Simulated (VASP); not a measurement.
Input of a VASP 6.6.1 run:

The input INCAR:

```
PREC = Accurate
ENCUT = 520
EDIFF = 1E-7
ISMEAR = 0
SIGMA = 0.02
LREAL = F
LASPH = T
NELM = 60
ALGO = Normal
ISIF = 2
LWAVE = F
LCHARG = F
GGA = PE
NBANDS = 14
```

Contents of KPOINTS:

```
Automatic mesh
0
Gamma
  6 6 6
```

Contents of POSCAR:

```
NaI
1.0
    0.0000000000      3.3694622869      3.3694622869
    3.3694622869      0.0000000000      3.3694622869
    3.3694622869      3.3694622869      0.0000000000
Na I
1 1
Direct
    0.0000000000      0.0000000000      0.0000000000
    0.5000000000      0.5000000000      0.5000000000
```

Potentials or basis: VASP PAW PBE potentials, release 64 (Na_pv, I).

The run is started by

```sh
$ cat potpaw_PBE.64/Na_pv/POTCAR potpaw_PBE.64/I/POTCAR > POTCAR
$ mpirun -np 1 vasp_std > vasp.out
```

**Question.** Predict the band gap on the k mesh.

**Answer.** 3.35 eV, direct.

**Question.** What does it give for the pressure?

**Answer.** -1.1 GPa.

Caveat: spin-orbit coupling is left out, which moves the levels of the heavy elements.
